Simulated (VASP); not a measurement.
A run of VASP 6.6.1:

Contents of INCAR:

```
PREC = Accurate
ENCUT = 600
EDIFF = 1E-7
ISMEAR = -1
SIGMA = 0.08
LREAL = F
LASPH = T
NELM = 100
ALGO = Normal
ISIF = 3
LWAVE = F
LCHARG = F
GGA = PE
IBRION = 2
NSW = 60
EDIFFG = -0.005
PSTRESS = 6000.0
```

The input KPOINTS:

```
Automatic mesh
0
Gamma
  22 22 22
```

Contents of POSCAR:

```
C
1.0
    0.0000000000      1.4808207726      1.4808207726
    1.4808207726      0.0000000000      1.4808207726
    1.4808207726      1.4808207726      0.0000000000
C
2
Direct
   -0.1250000000     -0.1250000000     -0.1250000000
    0.1250000000      0.1250000000      0.1250000000
```

Potentials or basis: VASP PAW PBE potentials, release 64 (C).

The run is started by

```sh
$ cat potpaw_PBE.64/C/POTCAR > POTCAR
$ mpirun -np 1 vasp_std > vasp.out
```

Hardware: 1 thread of Intel Xeon 8259CL, on a shared host.

Problem. How long does it take, and how much memory?

Solution. It took 87 s on 1 thread of Intel Xeon 8259CL, with other jobs on the host, peak memory 0.12 GiB. Counts: scf iterations 32, k points 328, ion steps 4.
